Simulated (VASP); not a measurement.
Cr: single point with LDA

Cr:

```xyz
2
Lattice="2.8021 0.0000 0.0000 0.0000 2.8021 0.0000 0.0000 0.0000 2.7812" Properties=species:S:1:pos:R:3 pbc="T T T"
Cr    0.0000    0.0000    0.0000
Cr    1.4010    1.4010    1.3906
```

```json
{
 "Program": "VASP 6.6.1",
 "Task": "single point",
 "Functional": "LDA",
 "Potentials or basis": "VASP PAW LDA potentials, release 64 (Cr_pv)",
 "Cutoff": "520 eV",
 "k mesh": "18 × 18 × 18",
 "Occupations": "methfessel-paxton, width 0.1 eV",
 "Spin": "collinear spin, antiferromagnetic start",
 "Starting moments": "[1.0, -1.0] μB"
}
```

```
Pressure                                              : -2.2 GPa
Band gap on the k mesh                                : zero (filled and empty bands overlap)
Net moment                                            : 0.00 μB per cell
Valence electrons inside the program's atomic spheres : Cr 11.19
```

Stress tensor (GPa, compression positive):
```
-3.18  0.00  0.00
 0.00 -3.18  0.00
 0.00  0.00 -0.10
```

Levels at points of the mesh, in eV from the Fermi level:
Spin up:
| k point | band 9 | band 10 | band 11 | band 12 | band 13 | band 14 | band 15 | band 16 |
| --- | --- | --- | --- | --- | --- | --- | --- | --- |
| (0.00, 0.00, 0.00) | -4.73 | -1.06 | -1.00 | -1.00 | 1.10 | 1.17 | 2.64 | 2.64 |
| (0.50, 0.00, 0.00) | -2.07 | -2.07 | -0.47 | -0.47 | -0.42 | -0.42 | 0.71 | 0.71 |
| (0.50, 0.50, 0.00) | -2.64 | -2.64 | 1.12 | 1.12 | 1.29 | 1.29 | 1.49 | 1.49 |
| (0.00, 0.00, 0.50) | -2.05 | -2.05 | -0.49 | -0.49 | -0.49 | -0.49 | 0.69 | 0.69 |
| (0.50, 0.00, 0.50) | -2.72 | -2.72 | 1.19 | 1.19 | 1.36 | 1.36 | 1.53 | 1.53 |
| (0.50, 0.50, 0.50) | -2.49 | -2.49 | -2.45 | -2.45 | 1.56 | 1.56 | 1.60 | 1.60 |
Spin down:
| k point | band 10 | band 11 | band 12 | band 13 | band 14 | band 15 |
| --- | --- | --- | --- | --- | --- | --- |
| (0.00, 0.00, 0.00) | -1.06 | -1.00 | -1.00 | 1.10 | 1.17 | 2.64 |
| (0.50, 0.00, 0.00) | -2.07 | -0.47 | -0.47 | -0.42 | -0.42 | 0.71 |
| (0.50, 0.50, 0.00) | -2.64 | 1.12 | 1.12 | 1.29 | 1.29 | 1.49 |
| (0.00, 0.00, 0.50) | -2.05 | -0.49 | -0.49 | -0.49 | -0.49 | 0.69 |
| (0.50, 0.00, 0.50) | -2.72 | 1.19 | 1.19 | 1.36 | 1.36 | 1.53 |
| (0.50, 0.50, 0.50) | -2.49 | -2.45 | -2.45 | 1.56 | 1.56 | 1.60 |

Wall time 2.7 min on 1 thread of Intel(R) Xeon(R) 6975P-C (Granite Rapids) (shared host), peak memory 0.45 GiB.

Caveat: an empty level that is flat over the whole mesh can mark a ghost state of the potentials, or a narrow d or f band; the moments typed at the start vanished in this run.
